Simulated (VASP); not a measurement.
Input of a VASP 6.6.1 run:

The input POSCAR:

```
ZnGe3
1.0
    4.3320835009      0.0000000000      0.0000000000
    0.0000000000      4.3320835009      0.0000000000
    0.0000000000      0.0000000000      4.3320835009
Zn Ge
1 3
Direct
    0.0000000000      0.0000000000      0.0000000000
    0.0000000000      0.5000000000      0.5000000000
    0.5000000000      0.0000000000      0.5000000000
    0.5000000000      0.5000000000      0.0000000000
```

Contents of INCAR.step1:

```
SYSTEM = ZnGe3
PREC = Accurate ; ENCUT = 520
ISMEAR = 1 ; SIGMA = 0.1
LREAL = .FALSE. ; LASPH = .TRUE.
NELM = 60 ; NBANDS = 35
GGA = PE ; ALGO = Normal
EDIFF = 1E-4 ; LWAVE = .TRUE.
LCHARG = .FALSE.
```

The input INCAR.step2:

```
SYSTEM = ZnGe3
PREC = Accurate ; ENCUT = 520
EDIFF = 1E-6 ; ISMEAR = 1
SIGMA = 0.1 ; LREAL = .FALSE.
LASPH = .TRUE. ; NELM = 60
ALGO = Normal ; ISIF = 2
LWAVE = .FALSE. ; LCHARG = .TRUE.
METAGGA = R2SCAN ; LMIXTAU = .TRUE.
LELF = .TRUE. ; LVHAR = .TRUE.
NBANDS = 35 ; ISTART = 1
```

Contents of KPOINTS:

```
regular mesh
0
G
  6 6 6
  0 0 0
```

Potentials or basis: VASP PAW PBE potentials, release 64 (Zn, Ge_d).

Command:

```console
$ cat potpaw_PBE.64/Zn/POTCAR potpaw_PBE.64/Ge_d/POTCAR > POTCAR
$ cp INCAR.step1 INCAR
$ mpirun -np 1 vasp_std > vasp.out
$ cp INCAR.step2 INCAR
$ mpirun -np 1 vasp_std > vasp.out
```

Question: Estimate the band gap on the k mesh.

Answer: Zero (band 27 reaches 5.17 eV, above the bottom of band 28 at 1.81 eV).

Question: What does it give for the pressure?

Answer: -6.5 GPa.

Caveat: the PAW data sets were made with another functional, which shifts forces and pressure a little.
